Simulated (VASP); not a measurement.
## Co: single point with PBE

The system is Co.

```
CELL_PARAMETERS angstrom
2.49338 0.00000 0.00000
-1.24669 2.15933 0.00000
0.00000 0.00000 4.19360
ATOMIC_POSITIONS crystal
Co 0.33333 0.66667 0.25000
Co 0.66667 0.33333 0.75000
```

| Quantity | Value |
| --- | --- |
| Program | VASP 6.6.1 |
| Task | single point |
| Functional | PBE |
| Potentials or basis | VASP PAW PBE potentials, release 64 (Co) |
| Cutoff | 520 eV |
| k mesh | 21 × 21 × 12 |
| Occupations | gaussian, width 0.15 eV |
| Spin | collinear spin, ferromagnetic start |
| Starting moments | [1.86, 1.86] μB |
| Dipole correction | no |
| Further INCAR settings | ALGO = Normal; EDIFF = 1e-06; NBANDS = 20 |

```yaml
Pressure: -7.7 GPa
Net_moment: 3.28 μB per cell
Site_moments: Co +1.67 μB
Valence_electrons_inside_the_program's_atomic_spheres: Co 8.20
```

Stress tensor (GPa, compression positive):
```
 -4.47   0.00   0.00
  0.00  -4.47   0.00
  0.00   0.00 -14.16
```

Levels at points of the mesh, in eV from the Fermi level:
Spin up:
| k point | band 7 | band 8 | band 9 | band 10 | band 11 | band 12 | band 13 | band 14 | band 15 | band 16 |
| --- | --- | --- | --- | --- | --- | --- | --- | --- | --- | --- |
| (0.00, 0.00, 0.00) | -2.29 | -1.85 | -1.85 | -0.96 | -0.96 | -0.48 | 5.43 | 22.13 | 23.78 | 24.65 |
| (0.00, 0.00, 0.50) | -2.58 | -2.58 | -1.24 | -1.24 | -1.24 | -1.24 | 13.56 | 13.56 | 22.80 | 22.80 |
Spin down:
| k point | band 5 | band 6 | band 7 | band 8 | band 9 | band 10 |
| --- | --- | --- | --- | --- | --- | --- |
| (0.00, 0.00, 0.00) | -0.89 | -0.59 | -0.59 | -0.55 | 0.00 | 0.00 |
| (0.00, 0.00, 0.50) | -0.91 | -0.91 | -0.91 | -0.91 | 0.69 | 0.69 |

Run time: 5.3 min on 1 thread of AMD EPYC 7R43 64-Core Processor (Zen 3) (shared host), peak memory 0.27 GiB.

Caveat: the cell stands under tension.
